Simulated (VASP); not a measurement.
# SiC (P6_3mc) in VASP: notebook

Runs on SiC. Level: PBEsol. Tasks: single point.

Program: VASP 6.6.1. These are calculated values, not measurements. Logs are shortened: lines on timing, memory, paths and dates and some standing lists are left out, and cuts for length are marked.

## (1) The cell of the first run

The structure is hexagonal, space group P6_3mc (No. 186). Conventional cell: a = 3.046 Å, b = 3.046 Å, c = 4.997 Å, α = 90.00°, β = 90.00°, γ = 120.00°. Si (site symmetry 3m) has 4 C at 1.86 to 1.88 Å within 2.5 Å. Within 2.5 Å of C (site symmetry 3m) lie 4 Si at 1.86 to 1.88 Å.

## (2) Single point, PBEsol

File INCAR:

```
SYSTEM = SiC
PREC     = Accurate       ! precision mode
ENCUT    = 520            ! plane-wave cutoff, eV
EDIFF    = 1E-6           ! SCF threshold, eV
ISMEAR   = 0              ! smearing method
SIGMA    = 0.01           ! smearing width, eV
LREAL    = .False.        ! projectors in reciprocal space
LASPH    = .True.         ! aspherical terms in the spheres
NELM     = 80             ! most SCF steps
ALGO     = Normal         ! electronic algorithm
ISIF     = 2              ! what is computed and relaxed
LWAVE    = .False.        ! write WAVECAR
LCHARG   = .False.        ! write CHGCAR
GGA      = PS             ! functional
NBANDS   = 16             ! bands
```

File KPOINTS:

```
Automatic mesh
0
Gamma
  8 8 6
  0 0 0
```

File POSCAR:

```
SiC
1.0
    3.0459743890      0.0000000000      0.0000000000
   -1.5229871945      2.6378912001      0.0000000000
    0.0000000000      0.0000000000      4.9969174779
Si C
2 2
Direct
    0.3333333333      0.6666666667      0.0045957099
    0.6666666667      0.3333333333      0.5045957099
    0.3333333333      0.6666666667      0.3804042901
    0.6666666667      0.3333333333      0.8804042901
```

Potentials or basis: VASP PAW PBE potentials, release 64 (Si, C).

The run is started by

```bash
$ cat potpaw_PBE.64/Si/POTCAR potpaw_PBE.64/C/POTCAR > POTCAR
$ mpirun -np 1 vasp_std > vasp.out
```

OUTCAR:

```text
SYSTEM = SiC
   PREC = Accurate
   ENCUT = 520
   EDIFF = 1E-6
   ISMEAR = 0
   LREAL = .False.
   LASPH = .True.
   NELM = 80
   ISIF = 2
   GGA = PS

 ion  position               nearest neighbor table
   1  0.333  0.667  0.005-   4 1.86   4 1.86   4 1.86   3 1.88   2 3.06   2 3.06   2 3.06   2 3.06
                             2 3.06   2 3.06
   2  0.667  0.333  0.505-   3 1.86   3 1.86   3 1.86   4 1.88   1 3.06   1 3.06   1 3.06   1 3.06
                             1 3.06   1 3.06
   3  0.333  0.667  0.380-   2 1.86   2 1.86   2 1.86   1 1.88
   4  0.667  0.333  0.880-   1 1.86   1 1.86   1 1.86   2 1.88

  LATTYP: Found a hexagonal cell.
 ALAT       =     3.0459743890
 C/A-ratio  =     1.6404988486

  Lattice vectors:

 A1 = (   3.0459743890,   0.0000000000,   0.0000000000)
 A2 = (  -1.5229871945,   2.6378912001,   0.0000000000)
 A3 = (   0.0000000000,   0.0000000000,   4.9969174779)

Analysis of symmetry for initial positions (statically):
=====================================================================
 Subroutine PRICEL returns:
 Original cell was already a primitive cell.

 Routine SETGRP: Setting up the symmetry group for a
 hexagonal supercell.

 Subroutine GETGRP returns: Found 12 space group operations
 (whereof  6 operations were pure point group operations)
 out of a pool of 24 trial point group operations.

The static configuration has the point symmetry C_3v.
 The point group associated with its full space group is C_6v.

Analysis of symmetry for dynamics (positions and initial velocities):
=====================================================================
 Subroutine PRICEL returns:
 Original cell was already a primitive cell.

 Routine SETGRP: Setting up the symmetry group for a
 hexagonal supercell.

 Subroutine GETGRP returns: Found 12 space group operations
 (whereof  6 operations were pure point group operations)
 out of a pool of 24 trial point group operations.

The dynamic configuration has the point symmetry C_3v.
 The point group associated with its full space group is C_6v.

 Subroutine INISYM returns: Found 12 space group operations
 (whereof  6 operations are pure point group operations),
 and found     1 'primitive' translations

----------------------------------------------------------------------------------------

                                     Primitive cell

  volume of cell :      40.1500

  direct lattice vectors                    reciprocal lattice vectors
     3.045974389  0.000000000  0.000000000     0.328302169  0.189545346  0.000000000
[... 96 lines left out ...]
   ISIF   =      2    stress and relaxation
   ISYM   =      2    0-nonsym 1-usesym 2-fastsym
   POTIM  = 0.5000    time-step for ionic-motion
   TEBEG  =    0.0;   TEEND  =   0.0 temperature during run
   PSTRESS=    0.0 pullay stress
   NELECT =      16.0000    total number of electrons
   NUPDOWN=      -1.0000    fix difference up-down
   EMIN   =  10.00;   EMAX   =-10.00  energy-range for DOS
   EFERMI =   0.00;   METHOD = LEGACY
   ISMEAR =     0;   SIGMA  =   0.01  broadening in eV -4-tet -1-fermi 0-gaus
   EFERMI_NEDOS =   21; number of points for ismear=-14 and -15
   IALGO  =     38    algorithm
   IMIX   =      4    mixing-type and parameters
     AMIX     =   0.40;   BMIX     =  1.00
     AMIX_MAG =   1.60;   BMIX_MAG =  1.00
  volume/ion in A,a.u.               =      10.04        67.74
  Fermi-wavevector in a.u.,A,eV,Ry     =   1.204721  2.276592 19.746844  1.451352
  Thomas-Fermi vector in A             =   2.340438
   LORBIT       =      0    0 simple, 1 ext, 2 COOP (PROOUT), +10 PAW based schemes
   GGA     = PS    functional components
   LHFCALC =     F    Hartree Fock is set to
   AEXX    =    0.0000 exact exchange contribution
   IVDW    =     0    specifies the selected vdW correction
   LEPSILON=     F    determine dielectric tensor
   LRPA    =     F    only Hartree local field effects (RPA)
 non-spin polarized calculation
 Gauss-broadening in eV      SIGMA  =   0.01
  energy-cutoff  :      520.00
  volume of cell :       40.15
 maximum number of plane-waves:      1099
 NGX is ok and might be reduce to    24
   NGX = 11   NGY = 11   NGZ = 19

 number of electron      15.9999998 magnetization

 Free energy of the ion-electron system (eV)
  ---------------------------------------------------
  ext. energy  EPLUGINS =         0.00000000
  ---------------------------------------------------
  free energy    TOTEN  =       -31.79199606 eV

  energy without entropy =      -31.79199606  energy(sigma->0) =      -31.79199606

 E-fermi :   8.6682     XC(G=0): -11.6278

 val. band max:        8.5511018846   @ k =   0.0000   0.0000   0.0000
 cond. band min:      10.8787845365   @ k =   0.3750   0.2500   0.0000
 fundamental gap:      2.3276826518
 Fermi energy:         8.6681835675

 k-point     1 :       0.0000    0.0000    0.0000
  band No.  band energies     occupation
      1      -7.2796      2.00000
      2      -3.5591      2.00000
      3      -0.3856      2.00000
      4       7.2132      2.00000
      5       7.2132      2.00000
      6       8.4385      2.00000
[... 433 lines left out ...]
      3       0.8333      2.00000
      4       2.1209      2.00000
      5       4.4135      2.00000
      6       5.7743      2.00000
[... 8 lines left out ...]
     15      20.4632      0.00000
     16      20.7555      0.00000

 [... further k-points ...]

------------------------ aborting loop because EDIFF is reached ----------------------------------------

  FORCE on cell =-STRESS in cart. coord.  units (eV):
  Direction    XX          YY          ZZ          XY          YZ          ZX
  --------------------------------------------------------------------------------------
  -------------------------------------------------------------------------------------
  Total        1.8462552      1.8462552      1.8500835     -0.0000000      0.0000000      0.0000000
  in kB       73.6744693     73.6744693     73.8272379     -0.0000000      0.0000000      0.0000000
  external PRESSURE =      73.7253922 kB  Pullay stress =       0.0000000 kB

 VOLUME and BASIS-vectors are now :
 -----------------------------------------------------------------------------
  energy-cutoff  :      520.00
  volume of cell :       40.15
      direct lattice vectors                 reciprocal lattice vectors
     3.045974389  0.000000000  0.000000000     0.328302169  0.189545346  0.000000000
    -1.522987194  2.637891200  0.000000000     0.000000000  0.379090692  0.000000000
     0.000000000  0.000000000  4.996917478     0.000000000  0.000000000  0.200123377

 POSITION                                       TOTAL-FORCE (eV/Angst)
 -----------------------------------------------------------------------------------
     -0.00000      1.75859      0.02296         0.000000     -0.000000      0.000450
      1.52299      0.87930      2.52142        -0.000000      0.000000      0.000450
     -0.00000      1.75859      1.90085         0.000000      0.000000     -0.000450
      1.52299      0.87930      4.39931        -0.000000      0.000000     -0.000450
 -----------------------------------------------------------------------------------
    total drift:                               -0.000000      0.000000     -0.000177

  FREE ENERGIE OF THE ION-ELECTRON SYSTEM (eV)
  ---------------------------------------------------
  free  energy   TOTEN  =       -31.7919960625 eV

  energy  without entropy=      -31.7919960625  energy(sigma->0) =      -31.79199606
```

OSZICAR:

```text
N       E                     dE             d eps       ncg     rms          rms(c)
DAV:   1     0.250030490052E+02    0.25003E+02   -0.71909E+03  1280   0.897E+02
DAV:   2    -0.330376988193E+02   -0.58041E+02   -0.52808E+02  1832   0.162E+02
DAV:   3    -0.355583455648E+02   -0.25206E+01   -0.25103E+01  1760   0.306E+01
DAV:   4    -0.355758124589E+02   -0.17467E-01   -0.17466E-01  1496   0.314E+00
DAV:   5    -0.355759684229E+02   -0.15596E-03   -0.15596E-03  1720   0.281E-01    0.128E+01
DAV:   6    -0.319457959573E+02    0.36302E+01   -0.61540E+00  1624   0.153E+01    0.595E+00
DAV:   7    -0.318245034364E+02    0.12129E+00   -0.11284E+00  1816   0.620E+00    0.247E+00
DAV:   8    -0.317954825140E+02    0.29021E-01   -0.58008E-02  1504   0.146E+00    0.608E-01
DAV:   9    -0.317918536206E+02    0.36289E-02   -0.72352E-03  1648   0.573E-01    0.111E-01
DAV:  10    -0.317919901239E+02   -0.13650E-03   -0.66581E-04  1536   0.154E-01    0.518E-02
DAV:  11    -0.317919959076E+02   -0.57837E-05   -0.31859E-05  1648   0.423E-02    0.116E-02
DAV:  12    -0.317919960625E+02   -0.15492E-06   -0.29670E-06  1544   0.108E-02
   1 F= -.31791996E+02 E0= -.31791996E+02  d E =-.859593E-64
```

stdout:

```text
POSCAR found type information on POSCAR SiC
 POSCAR found :  2 types and       4 ions
 scaLAPACK will be used
 -----------------------------------------------------------------------------
|                                                                             |
|                                                                             |
|     You enforced a specific xc type in the INCAR file but a different       |
|     I HOPE YOU KNOW WHAT YOU ARE DOING!                                     |
|                                                                             |
 -----------------------------------------------------------------------------

 LDA part: xc-table for (Slater+PW92), standard interpolation
 POSCAR, INCAR and KPOINTS ok, starting setup
 FFT: planning ... GRIDC
 FFT: planning ... GRID_SOFT
 FFT: planning ... GRID
 WAVECAR not read
 entering main loop
```

It took 39 s on 1 thread of Intel Xeon 8259CL, shared host; peak memory 0.16 GiB.

Results:

```yaml
Free_energy: -31.7920 eV
Pressure: 7.4 GPa
Band_gap_on_the_k_mesh: 2.33 eV, indirect (least direct gap 3.91 eV)
```

Caveat: the PAW data sets were made with another functional, which shifts forces and pressure a little. A hybrid or GW would open this gap; PBEsol tends to underestimate it.

(Continued in part 2 of 2.)
